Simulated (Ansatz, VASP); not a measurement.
# Two plane-wave programs on Al

```
CELL_PARAMETERS angstrom
2.93458 0.00000 0.00000
-1.46729 2.54142 0.00000
0.00000 0.00000 9.18260
ATOMIC_POSITIONS crystal
Al 0.00000 0.00000 0.00000
Al 0.33333 0.66667 0.25000
Al 0.00000 0.00000 0.50000
Al 0.66667 0.33333 0.75000
```

Alike in both runs: task single point; functional PBE; dispersion D3(BJ); k mesh 18 × 18 × 6; occupations gaussian, width 0.15 eV; no spin polarisation.

|  | VASP | Ansatz |
| --- | --- | --- |
| version | VASP 6.6.1 | Ansatz 0.2.0 |
| potentials or method | VASP PAW PBE potentials, release 64 (Al), cutoff 520 eV | scalar-relativistic, plane waves, PAW |
| valence electrons in the cell | 12 | 12 |

|  | VASP | Ansatz | Ansatz less VASP |
| --- | --- | --- | --- |
| gap on the k mesh at the Fermi level (eV) | none | none | - |
| pressure (GPa) | -5.4 | -5.4 | +0.03 |
| traceless stress, the component that is largest in VASP (GPa) | 1.65 | 1.65 | +0.005 |

A gap of «none» marks a metal or a gap that the smearing closes.
